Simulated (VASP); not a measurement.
# ZnCd3Ni (Pm-3m) in VASP: further runs

The runs below take ZnCd3Ni through single point, relaxation of cell and atoms, with r2SCAN.

Everything below comes from runs of VASP 6.6.1. Logs are shortened: lines on timing, memory, paths and dates and some standing lists are left out, and cuts for length are marked.

## (1) The cell of the first run

The structure is cubic, space group Pm-3m (No. 221). The conventional cell has a = 4.488 Å, b = 4.488 Å, c = 4.488 Å, α = 90.00°, β = 90.00°, γ = 90.00°. Zn (site symmetry m-3m) has 12 Cd at 3.17 Å and 8 Ni at 3.89 Å within 4.2 Å. Within 3.0 Å of Cd (site symmetry 4/mmm) lie 2 Ni at 2.24 Å. Within 3.0 Å of Ni (site symmetry m-3m) lie 6 Cd at 2.24 Å.

## (2) Single point, r2SCAN, collinear spin, ferromagnetic start

File POSCAR:

```
ZnCd3Ni
1.0
    4.4881821483      0.0000000000      0.0000000000
    0.0000000000      4.4881821483      0.0000000000
    0.0000000000      0.0000000000      4.4881821483
Zn Cd Ni
1 3 1
Direct
    0.0000000000      0.0000000000      0.0000000000
    0.0000000000      0.5000000000      0.5000000000
    0.5000000000      0.0000000000      0.5000000000
    0.5000000000      0.5000000000      0.0000000000
    0.5000000000      0.5000000000      0.5000000000
```

File INCAR.step1:

```
  PREC = Accurate
  ENCUT = 520
  ISMEAR = 0
  SIGMA = 0.1
  LREAL = F
  LASPH = T
  NELM = 150
  ISPIN = 2
  MAGMOM = 0 0 0 0 2
  LMAXMIX = 4
  NBANDS = 41
  GGA = PE
  ALGO = Normal
  EDIFF = 1E-4
  LWAVE = T
  LCHARG = F
```

File INCAR.step2:

```
  PREC = Accurate
  ENCUT = 520
  EDIFF = 1E-6
  ISMEAR = 0
  SIGMA = 0.1
  LREAL = F
  LASPH = T
  NELM = 150
  ALGO = Normal
  ISIF = 2
  LWAVE = F
  LCHARG = F
  ISPIN = 2
  MAGMOM = 0 0 0 0 2
  LORBIT = 11
  LMAXMIX = 4
  METAGGA = R2SCAN
  LMIXTAU = T
  NBANDS = 41
  ISTART = 1
```

File KPOINTS:

```
regular mesh
0
Gamma
  4 4 4
```

Potentials or basis: VASP PAW PBE potentials, release 64 (Zn, Cd, Ni).

Launch:

```
$ cat potpaw_PBE.64/Zn/POTCAR potpaw_PBE.64/Cd/POTCAR potpaw_PBE.64/Ni/POTCAR > POTCAR
$ cp INCAR.step1 INCAR
$ mpirun -np 1 vasp_std > vasp.out
$ cp INCAR.step2 INCAR
$ mpirun -np 1 vasp_std > vasp.out
```

OUTCAR:

```text
PREC = Accurate
   ENCUT = 520
   EDIFF = 1E-6
   ISMEAR = 0
   LREAL = F
   LASPH = T
   NELM = 150
   ISIF = 2
   ISPIN = 2
   LORBIT = 11
   METAGGA = R2SCAN
   ISTART = 1

 ion  position               nearest neighbor table
   1  0.000  0.000  0.000-   2 3.17   3 3.17   4 3.17   2 3.17   3 3.17   2 3.17   4 3.17   2 3.17
                             3 3.17   4 3.17   3 3.17   4 3.17
   2  0.000  0.500  0.500-   5 2.24   5 2.24   4 3.17   1 3.17   1 3.17   4 3.17   1 3.17   3 3.17
                             1 3.17   3 3.17   4 3.17   3 3.17   4 3.17   3 3.17
   3  0.500  0.000  0.500-   5 2.24   5 2.24   4 3.17   1 3.17   1 3.17   4 3.17   2 3.17   4 3.17
                             2 3.17   4 3.17   1 3.17   2 3.17   1 3.17   2 3.17
   4  0.500  0.500  0.000-   5 2.24   5 2.24   3 3.17   1 3.17   2 3.17   3 3.17   2 3.17   1 3.17
                             3 3.17   3 3.17   1 3.17   2 3.17   2 3.17   1 3.17
   5  0.500  0.500  0.500-   2 2.24   3 2.24   4 2.24   4 2.24   3 2.24   2 2.24

  LATTYP: Found a simple cubic cell.
 ALAT       =     4.4881821483

  Lattice vectors:

 A1 = (   4.4881821483,   0.0000000000,   0.0000000000)
 A2 = (   0.0000000000,   4.4881821483,   0.0000000000)
 A3 = (   0.0000000000,   0.0000000000,   4.4881821483)

Analysis of symmetry for initial positions (statically):
=====================================================================
 Subroutine PRICEL returns:
 Original cell was already a primitive cell.

 Routine SETGRP: Setting up the symmetry group for a
 simple cubic supercell.

 Subroutine GETGRP returns: Found 48 space group operations
 (whereof 48 operations were pure point group operations)
 out of a pool of 48 trial point group operations.

The static configuration has the point symmetry O_h .

Analysis of symmetry for dynamics (positions and initial velocities):
=====================================================================
 Subroutine PRICEL returns:
 Original cell was already a primitive cell.

 Routine SETGRP: Setting up the symmetry group for a
 simple cubic supercell.

 Subroutine GETGRP returns: Found 48 space group operations
 (whereof 48 operations were pure point group operations)
 out of a pool of 48 trial point group operations.

The dynamic configuration has the point symmetry O_h .

Analysis of structural, dynamic, and magnetic symmetry:
=====================================================================
 Subroutine PRICEL returns:
 Original cell was already a primitive cell.

 Routine SETGRP: Setting up the symmetry group for a
 simple cubic supercell.

 Subroutine GETGRP returns: Found 48 space group operations
 (whereof 48 operations were pure point group operations)
 out of a pool of 48 trial point group operations.

The overall configuration has the point symmetry O_h .

 Subroutine INISYM returns: Found 48 space group operations
 (whereof 48 operations are pure point group operations),
 and found     1 'primitive' translations

----------------------------------------------------------------------------------------

                                     Primitive cell

  volume of cell :      90.4089

  direct lattice vectors                    reciprocal lattice vectors
     4.488182148  0.000000000  0.000000000     0.222807357  0.000000000  0.000000000
     0.000000000  4.488182148  0.000000000     0.000000000  0.222807357  0.000000000
     0.000000000  0.000000000  4.488182148     0.000000000  0.000000000  0.222807357

  length of vectors
     4.488182148  4.488182148  4.488182148     0.222807357  0.222807357  0.222807357

  position of ions in fractional coordinates (direct lattice)
     0.000000000  0.000000000  0.000000000
     0.000000000  0.500000000  0.500000000
     0.500000000  0.000000000  0.500000000
     0.500000000  0.500000000  0.000000000
     0.500000000  0.500000000  0.500000000

  ion indices of the primitive-cell ions
   primitive index   ion index
                 1           1
                 2           2
                 3           3
                 4           4
                 5           5

----------------------------------------------------------------------------------------

 KPOINTS: regular mesh

Automatic generation of k-mesh.
 Grid dimensions read from file:
 generate k-points for:    4    4    4

 Generating k-lattice:

  Cartesian coordinates                     Fractional coordinates (reciprocal lattice)
     0.055701839  0.000000000  0.000000000     0.250000000  0.000000000  0.000000000
     0.000000000  0.055701839  0.000000000     0.000000000  0.250000000  0.000000000
     0.000000000  0.000000000  0.055701839     0.000000000  0.000000000  0.250000000

  Length of vectors
     0.055701839  0.055701839  0.055701839

  Shift w.r.t. Gamma in fractional coordinates (k-lattice)
     0.000000000  0.000000000  0.000000000

 Subroutine IBZKPT returns following result:
 ===========================================

 Found     10 irreducible k-points:

 Following reciprocal coordinates:
            Coordinates               Weight
  0.000000  0.000000  0.000000      1.000000
  0.250000  0.000000  0.000000      6.000000
  0.500000  0.000000  0.000000      3.000000
  0.250000  0.250000  0.000000     12.000000
  0.500000  0.250000  0.000000     12.000000
  0.500000  0.500000  0.000000      3.000000
  0.250000  0.250000  0.250000      8.000000
  0.500000  0.250000  0.250000     12.000000
  0.500000  0.500000  0.250000      6.000000
  0.500000  0.500000  0.500000      1.000000
   k-points           NKPTS =     10   k-points in BZ     NKDIM =     10   number of bands    NBANDS=     41
   number of dos      NEDOS =    301   number of ions     NIONS =      5
   total plane-waves  NPLWV =  46656
   dimension x,y,z NGX =    36 NGY =   36 NGZ =   36
   dimension x,y,z NGXF=    72 NGYF=   72 NGZF=   72
   ions per type =               1   3   1
   NGX,Y,Z   is equivalent  to a cutoff of  13.33, 13.33, 13.33 a.u.
   NGXF,Y,Z  is equivalent  to a cutoff of  26.67, 26.67, 26.67 a.u.
 SYSTEM =  unknown system
   PREC   = accura    normal or accurate (medium, high low for compatibility)
   ISTART =      1    job   : 0-new  1-cont  2-samecut
   ICHARG =      0    charge: 1-file 2-atom 10-const
   ISPIN  =      2    spin polarized calculation?
   LNONCOLLINEAR =      F non collinear calculations
   LSORBIT =      F    spin-orbit coupling
   LASPH  =      T    aspherical Exc in radial PAW
   ENCUT  =  520.0 eV  38.22 Ry    6.18 a.u.   8.35  8.35  8.35*2*pi/ulx,y,z
   NELM   =    150;   NELMIN=  2; NELMDL=  0     # of ELM steps
   EDIFF  = 0.1E-05   stopping-criterion for ELM
   LREAL  =      F    real-space projection
   EDIFFG = 0.1E-04   stopping-criterion for IOM
   NSW    =      0    number of steps for IOM
   IBRION =     -1    ionic relax: 0-MD 1-quasi-New 2-CG
   NFREE  =      0    steps in history (QN), initial steepest desc. (CG)
   ISIF   =      2    stress and relaxation
   ISYM   =      2    0-nonsym 1-usesym 2-fastsym
   POTIM  = 0.5000    time-step for ionic-motion
   TEBEG  =    0.0;   TEEND  =   0.0 temperature during run
   PSTRESS=    0.0 pullay stress
   NELECT =      58.0000    total number of electrons
   NUPDOWN=      -1.0000    fix difference up-down
   EMIN   =  10.00;   EMAX   =-10.00  energy-range for DOS
   EFERMI =   0.00;   METHOD = LEGACY
   ISMEAR =     0;   SIGMA  =   0.10  broadening in eV -4-tet -1-fermi 0-gaus
   EFERMI_NEDOS =   21; number of points for ismear=-14 and -15
   IALGO  =     38    algorithm
   IMIX   =      4    mixing-type and parameters
     AMIX     =   0.40;   BMIX     =  1.00
     AMIX_MAG =   1.60;   BMIX_MAG =  1.00
  volume/ion in A,a.u.               =      18.08       122.02
  Fermi-wavevector in a.u.,A,eV,Ry     =   1.411932  2.668164 27.123910  1.993551
  Thomas-Fermi vector in A             =   2.533732
   LORBIT       =     11    0 simple, 1 ext, 2 COOP (PROOUT), +10 PAW based schemes
   METAGGA = R2SCAN    functional components
   LHFCALC =     F    Hartree Fock is set to
   AEXX    =    0.0000 exact exchange contribution
   IVDW    =     0    specifies the selected vdW correction
   LEPSILON=     F    determine dielectric tensor
   LRPA    =     F    only Hartree local field effects (RPA)
 spin polarized calculation
 Gauss-broadening in eV      SIGMA  =   0.10
  energy-cutoff  :      520.00
  volume of cell :       90.41
 maximum number of plane-waves:      2469
 NGX is ok and might be reduce to    36
   NGX = 17   NGY = 17   NGZ = 17

 number of electron      58.0000048 magnetization       0.0000011

 number of electron      58.0000048 magnetization      -0.0000014

 Free energy of the ion-electron system (eV)
  ---------------------------------------------------
  ext. energy  EPLUGINS =         0.00000000
  ---------------------------------------------------
  free energy    TOTEN  =       -77.74696480 eV

  energy without entropy =      -77.73938379  energy(sigma->0) =      -77.74317430

 E-fermi :   3.6164     XC(G=0): -12.0831

 val. band max:        3.1491979526   @ k =   0.2500   0.0000   0.0000
 cond. band min:       3.6842130090   @ k =   0.0000   0.0000   0.0000
 fundamental gap:      0.5350150564
 Fermi energy:         3.6164383585

 spin component 1

 k-point     1 :       0.0000    0.0000    0.0000
  band No.  band energies     occupation
      1      -7.3222      1.00000
      2      -6.6659      1.00000
      3      -6.6659      1.00000
      4      -6.6659      1.00000
      5      -6.1962      1.00000
      6      -6.1962      1.00000
[... 33 lines left out ...]
     40      14.4782      0.00000
     41      14.4783      0.00000

 k-point     2 :       0.2500    0.0000    0.0000
  band No.  band energies     occupation
      1      -7.1208      1.00000
      2      -6.6281      1.00000
      3      -6.4679      1.00000
      4      -6.4679      1.00000
      5      -6.1883      1.00000
      6      -6.1193      1.00000
[... 341 lines left out ...]
     40      15.9068      0.00000
     41      16.7685      0.00000

 k-point    10 :       0.5000    0.5000    0.5000
  band No.  band energies     occupation
      1      -6.4989      1.00000
      2      -6.4989      1.00000
      3      -6.4989      1.00000
      4      -6.2441      1.00000
      5      -5.8805      1.00000
      6      -5.8805      1.00000
[... 33 lines left out ...]
     40      17.1799      0.00000
     41      17.1799      0.00000
 Fermi energy:         3.6164383585

 spin component 2

 k-point     1 :       0.0000    0.0000    0.0000
  band No.  band energies     occupation
      1      -7.3222      1.00000
      2      -6.6659      1.00000
      3      -6.6659      1.00000
      4      -6.6659      1.00000
      5      -6.1962      1.00000
      6      -6.1962      1.00000
[... 33 lines left out ...]
     40      14.4782      0.00000
     41      14.4783      0.00000

 k-point     2 :       0.2500    0.0000    0.0000
  band No.  band energies     occupation
      1      -7.1208      1.00000
      2      -6.6281      1.00000
      3      -6.4679      1.00000
      4      -6.4679      1.00000
      5      -6.1883      1.00000
      6      -6.1193      1.00000
[... 341 lines left out ...]
     40      15.9068      0.00000
     41      16.7685      0.00000

 k-point    10 :       0.5000    0.5000    0.5000
  band No.  band energies     occupation
      1      -6.4989      1.00000
      2      -6.4989      1.00000
      3      -6.4989      1.00000
      4      -6.2441      1.00000
      5      -5.8805      1.00000
      6      -5.8805      1.00000
[... 33 lines left out ...]
     40      17.1799      0.00000
     41      17.1799      0.00000

------------------------ aborting loop because EDIFF is reached ----------------------------------------

  FORCE on cell =-STRESS in cart. coord.  units (eV):
  Direction    XX          YY          ZZ          XY          YZ          ZX
  --------------------------------------------------------------------------------------
  -------------------------------------------------------------------------------------
  Total       13.4217700     13.4217700     13.4217700      0.0000000      0.0000000     -0.0000000
  in kB      237.8531749    237.8531749    237.8531749      0.0000000      0.0000000     -0.0000000
  external PRESSURE =     237.8531749 kB  Pullay stress =       0.0000000 kB

 VOLUME and BASIS-vectors are now :
 -----------------------------------------------------------------------------
  energy-cutoff  :      520.00
  volume of cell :       90.41
      direct lattice vectors                 reciprocal lattice vectors
     4.488182148  0.000000000  0.000000000     0.222807357  0.000000000  0.000000000
     0.000000000  4.488182148  0.000000000     0.000000000  0.222807357  0.000000000
     0.000000000  0.000000000  4.488182148     0.000000000  0.000000000  0.222807357

 POSITION                                       TOTAL-FORCE (eV/Angst)
 -----------------------------------------------------------------------------------
      0.00000      0.00000      0.00000         0.000000      0.000000      0.000000
      0.00000      2.24409      2.24409         0.000000      0.000000      0.000000
      2.24409      0.00000      2.24409         0.000000      0.000000      0.000000
      2.24409      2.24409      0.00000         0.000000      0.000000      0.000000
      2.24409      2.24409      2.24409         0.000000      0.000000      0.000000
 -----------------------------------------------------------------------------------
    total drift:                                0.000000      0.000000      0.000000

  FREE ENERGIE OF THE ION-ELECTRON SYSTEM (eV)
  ---------------------------------------------------
  free  energy   TOTEN  =       -77.7469648028 eV

  energy  without entropy=      -77.7393837947  energy(sigma->0) =      -77.74317430

 total charge

# of ion       s       p       d       tot
------------------------------------------
    1        0.642   0.226   9.744  10.612
    2        0.613   0.391   9.519  10.524
    3        0.613   0.391   9.519  10.524
    4        0.613   0.391   9.519  10.524
    5        0.642   0.607   8.769  10.017
--------------------------------------------------
tot          3.123   2.007  47.070  52.200

 magnetization (x)

# of ion       s       p       d       tot
------------------------------------------
    1       -0.000  -0.000  -0.000  -0.000
    2       -0.000   0.000   0.000   0.000
    3       -0.000   0.000   0.000   0.000
    4       -0.000   0.000   0.000   0.000
    5        0.000   0.000   0.000   0.000
--------------------------------------------------
tot          0.000   0.000   0.000   0.000
```

Wall time 3.3 min (1 thread of AMD EPYC 9R45 (Zen 5), shared host); peak memory 0.26 GiB.

Results:

```
Free energy                                           : -77.7470 eV
Pressure                                              : 23.8 GPa
Band gap on the k mesh                                : zero (filled and empty bands overlap)
Net moment                                            : 0.00 μB per cell
Valence electrons inside the program's atomic spheres : Zn 10.61; Cd 10.52; Ni 10.02
```

Levels at points of the mesh, in eV from the Fermi level:
Spin up:
```tsv
k point	band 26	band 27	band 28	band 29	band 30	band 31	band 32	band 33
(0.00, 0.00, 0.00)	-1.46	-1.40	-1.40	-1.40	0.07	2.83	2.83	5.36
(0.50, 0.00, 0.00)	-1.89	-1.41	0.74	0.88	0.88	2.28	2.28	3.67
(0.50, 0.50, 0.00)	-2.26	-1.87	-1.87	-1.83	3.02	4.03	4.29	4.33
(0.50, 0.50, 0.50)	-2.36	-2.14	-2.12	-2.12	-2.12	-0.57	-0.57	-0.57
```
Spin down:
```tsv
k point	band 25	band 26	band 27	band 28	band 29	band 30	band 31	band 32	band 33	band 34
(0.00, 0.00, 0.00)	-1.46	-1.46	-1.40	-1.40	-1.40	0.07	2.83	2.83	5.36	5.36
(0.50, 0.00, 0.00)	-1.89	-1.89	-1.41	0.74	0.88	0.88	2.28	2.28	3.67	3.75
(0.50, 0.50, 0.00)	-2.34	-2.26	-1.87	-1.87	-1.83	3.02	4.03	4.29	4.33	4.33
(0.50, 0.50, 0.50)	-2.36	-2.36	-2.14	-2.12	-2.12	-2.12	-0.57	-0.57	-0.57	11.62
```

Caveat: the cell stands under pressure; the moments typed at the start vanished in this run; the PAW data sets were made with another functional, which shifts forces and pressure a little.

## (3) Single point, r2SCAN

This run uses another cell than the first one, of 23.49 Å³/atom.

POSCAR, as its differences from that of step 2:

```diff
@@ -2,5 +2,5 @@
 1.0
-    4.4881821483      0.0000000000      0.0000000000
-    0.0000000000      4.4881821483      0.0000000000
-    0.0000000000      0.0000000000      4.4881821483
+    4.8974652268      0.0000000000      0.0000000000
+    0.0000000000      4.8974652268      0.0000000000
+    0.0000000000      0.0000000000      4.8974652268
 Zn Cd Ni
```

File INCAR.step1:

```
SYSTEM = ZnCd3Ni
PREC     = Accurate       ! precision mode
ENCUT    = 520            ! plane-wave cutoff, eV
ISMEAR   = 0              ! smearing method
SIGMA    = 0.1            ! smearing width, eV
LREAL    = .FALSE.        ! projectors in reciprocal space
LASPH    = .TRUE.         ! aspherical terms in the spheres
NELM     = 80             ! most SCF steps
NBANDS   = 37             ! bands
GGA      = PE             ! functional
ALGO     = Normal         ! electronic algorithm
EDIFF    = 1E-4           ! SCF threshold, eV
LWAVE    = .TRUE.         ! write WAVECAR
LCHARG   = .FALSE.        ! write CHGCAR
```

File INCAR.step2:

```
SYSTEM = ZnCd3Ni
PREC     = Accurate       ! precision mode
ENCUT    = 520            ! plane-wave cutoff, eV
EDIFF    = 1E-6           ! SCF threshold, eV
ISMEAR   = 0              ! smearing method
SIGMA    = 0.1            ! smearing width, eV
LREAL    = .FALSE.        ! projectors in reciprocal space
LASPH    = .TRUE.         ! aspherical terms in the spheres
NELM     = 80             ! most SCF steps
ALGO     = Normal         ! electronic algorithm
ISIF     = 2              ! what is computed and relaxed
LWAVE    = .FALSE.        ! write WAVECAR
LCHARG   = .TRUE.         ! write CHGCAR
METAGGA  = R2SCAN         ! meta-GGA
LMIXTAU  = .TRUE.       
LELF     = .TRUE.         ! ELF
LVHAR    = .TRUE.       
NBANDS   = 37             ! bands
ISTART   = 1
```

File KPOINTS:

```
Automatic mesh
0
G
  8 8 8
  0 0 0
```

Potentials or basis: VASP PAW PBE potentials, release 64 (Zn, Cd, Ni).

Launch:

```
$ cat potpaw_PBE.64/Zn/POTCAR potpaw_PBE.64/Cd/POTCAR potpaw_PBE.64/Ni/POTCAR > POTCAR
$ cp INCAR.step1 INCAR
$ mpirun -np 1 vasp_std > vasp.out
$ cp INCAR.step2 INCAR
$ mpirun -np 1 vasp_std > vasp.out
```

Run time: 4.7 min. Hardware: 1 thread of AMD EPYC 9R45 (Zen 5), shared host; peak memory 0.28 GiB.

Results (log left out):

| Item | Value |
| --- | --- |
| Free energy | -79.2975 eV |
| Pressure | 0.5 GPa |
| Band gap on the k mesh | zero (bands 29 and 30 overlap by 2.67 eV) |

Levels at points of the mesh, in eV from the Fermi level:
| k point | band 27 | band 28 | band 29 | band 30 | band 31 | band 32 |
| --- | --- | --- | --- | --- | --- | --- |
| (0.00, 0.00, 0.00) | -0.64 | -0.57 | -0.57 | -0.57 | 2.05 | 2.05 |
| (0.50, 0.00, 0.00) | -1.03 | 0.09 | 1.06 | 1.06 | 2.44 | 2.44 |
| (0.50, 0.50, 0.00) | -1.30 | -1.30 | -1.25 | 2.52 | 3.65 | 3.65 |
| (0.50, 0.50, 0.50) | -2.08 | -2.08 | -1.61 | -1.61 | 0.03 | 0.03 |

Caveat: the PAW data sets were made with another functional, which shifts forces and pressure a little.

[end of part 1 of 2]

The gap in the log of VASP goes by the Fermi energy; the results here count the filled bands.